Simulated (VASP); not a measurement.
Set up this calculation in VASP 6.6.1, as the native input.

| Item | Value |
| --- | --- |
| Task | single point |
| Functional | PBE |
| Potentials or basis | VASP PAW PBE potentials, release 64 (N, Ta_pv) |
| Cutoff | 520 eV |
| k mesh | 3 × 3 × 1 |
| Occupations | gaussian, width 0.1 eV |
| Spin | no spin polarisation |
| Dipole correction | yes |
| Further INCAR settings | LREAL = Auto; ALGO = Normal; EDIFF = 1e-06; NBANDS = 114 |

The structure of TaN lies in POSCAR:

```
TaN
1.0
    5.7955432028      0.0000000000      0.0000000000
    0.0000000000      5.9003693593      0.0000000000
    0.0000000000      0.0000000000     21.9615147164
N Ta
12 12
Direct
    0.0000000000      0.7500000000      0.3642735988
    0.0000000000      0.2500000000      0.3642735988
    0.5000000000      0.7500000000      0.3642735988
    0.5000000000      0.2500000000      0.3642735988
    0.0000000000      0.5000000000      0.4806105141
    0.0000000000      0.0000000000      0.4806105141
    0.5000000000      0.5000000000      0.4806105141
    0.5000000000      0.0000000000      0.4806105141
    0.0000000000      0.2500000000      0.5978247112
    0.0000000000      0.7500000000      0.5978247112
    0.5000000000      0.2500000000      0.5978247112
    0.5000000000      0.7500000000      0.5978247112
    0.2500000000      0.0000000000      0.4030525705
    0.2500000000      0.5000000000      0.4030525705
    0.7500000000      0.0000000000      0.4030525705
    0.7500000000      0.5000000000      0.4030525705
    0.2500000000      0.7500000000      0.5204839450
    0.2500000000      0.2500000000      0.5204839450
    0.7500000000      0.7500000000      0.5204839450
    0.7500000000      0.2500000000      0.5204839450
    0.2500000000      0.5000000000      0.6369356814
    0.2500000000      0.0000000000      0.6369356814
    0.7500000000      0.5000000000      0.6369356814
    0.7500000000      0.0000000000      0.6369356814
```

One way to write it, as run:

INCAR

```
  PREC = Accurate
  ENCUT = 520
  EDIFF = 1E-6
  ISMEAR = 0
  SIGMA = 0.1
  LREAL = Auto
  LASPH = True
  NELM = 80
  ALGO = Normal
  ISIF = 2
  LWAVE = False
  LCHARG = False
  LDIPOL = True
  IDIPOL = 3
  DIPOL = 0.5 0.5 0.501
  GGA = PE
  NBANDS = 114
```

KPOINTS

```
Automatic mesh
0
Gamma
  3 3 1
```

Potentials or basis: VASP PAW PBE potentials, release 64 (N, Ta_pv).

Launch:

```console
$ cat potpaw_PBE.64/N/POTCAR potpaw_PBE.64/Ta_pv/POTCAR > POTCAR
$ mpirun -np 1 vasp_std > vasp.out
```

It gave:

```
Largest force          : 3.280 eV/Å
Band gap on the k mesh : zero (bands 96 and 97 overlap by 0.06 eV)
```

Caveat: the k points lie up to 0.36 Å⁻¹ apart; spin-orbit coupling is left out, which moves the levels of the heavy elements.

It took 39 min on 1 thread of Intel Xeon 8259CL, on a shared host, peak memory 0.86 GiB.
